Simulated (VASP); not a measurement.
K3OF, 5 atoms in the cell. It takes space group Pm-3m (No. 221, cubic). Conventional cell: a = 5.156 Å, b = 5.156 Å, c = 5.156 Å, α = 90.00°, β = 90.00°, γ = 90.00°. F (site symmetry m-3m) has 12 K at 3.65 Å and 8 O at 4.47 Å within 4.8 Å. Within 3.4 Å of O (site symmetry m-3m) lie 6 K at 2.58 Å. K (site symmetry 4/mmm) has 2 O at 2.58 Å within 3.4 Å.  This cell differs from its parent crystal: volume changed by +6%.

```yaml
Program: VASP 6.6.1
Task: single point
Functional: r2SCAN
Potentials_or_basis: VASP PAW PBE potentials, release 64 (F, O, K_sv)
Cutoff: 520 eV
k_mesh: 4 × 4 × 4
Occupations: gaussian, width 0.01 eV
Spin: no spin polarisation
Dipole_correction: no
Further_INCAR_settings: ALGO = Normal; EDIFF = 1e-06; NBANDS = 28
```

Potentials or basis: VASP PAW PBE potentials, release 64 (F, O, K_sv).

Command:

```bash
$ cat potpaw_PBE.64/F/POTCAR potpaw_PBE.64/O/POTCAR potpaw_PBE.64/K_sv/POTCAR > POTCAR
$ cp INCAR.step1 INCAR
$ mpirun -np 1 vasp_std > vasp.out
$ cp INCAR.step2 INCAR
$ mpirun -np 1 vasp_std > vasp.out
```

Hardware: 1 thread of Intel(R) Xeon(R) 6975P-C (Granite Rapids), on a shared host.

Question: Estimate the wall time of this run.

Answer: It took 91 s on 1 thread of Intel(R) Xeon(R) 6975P-C (Granite Rapids), with other jobs on the host, peak memory 0.27 GiB. Counts: k points 10.
